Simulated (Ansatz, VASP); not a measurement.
Hg4Te5: VASP beside Ansatz

```
Te Hg
1.0
     4.60452    0.00000    0.00000
     0.00000    4.60452    0.00000
     0.00000    0.00000   28.02355
Te Hg
5 4
Direct
  0.50000 0.00000 0.27098
  0.00000 0.50000 0.38513
  0.50000 0.00000 0.50000
  0.00000 0.50000 0.61487
  0.50000 0.00000 0.72902
  0.50000 0.50000 0.32389
  0.00000 0.00000 0.44155
  0.50000 0.50000 0.55845
  0.00000 0.00000 0.67611
```

Alike in both runs: functional PBEsol; k mesh 8 × 8 × 1; occupations gaussian, width 0.1 eV; no spin polarisation.

Ansatz relaxed the structure, and its values are those at the end. VASP's run is a single point on that final structure, the one shown.

|  | VASP | Ansatz |
| --- | --- | --- |
| version | VASP 6.6.1 | Ansatz 0.2.0 |
| potentials or method | VASP PAW PBE potentials, release 64 (Te, Hg), cutoff 520 eV | scalar-relativistic, plane waves, PAW |
| valence electrons in the cell | 78 | 160 |

Ansatz gave:

| Quantity | Value |
| --- | --- |
| gap on the k mesh at the Fermi level (eV) | none |
| rms of the force components (eV/Å) | 0.000 |
| work function, face that differs most (eV) | 5.67 |

Estimate VASP's values.

gap on the k mesh at the Fermi level (eV): none; rms of the force components (eV/Å): 0.009; work function, face that differs most (eV): 5.67.

VASP's potentials were made for PBE, not for PBEsol. A gap of «none» marks a metal or a gap that the smearing closes. VASP's potentials hold 78 valence electrons a cell and Ansatz's 160, so a difference there can come from the potentials and not from the codes. Ansatz's warnings: xc potential rough in thin density.

Spin-orbit coupling is off throughout.
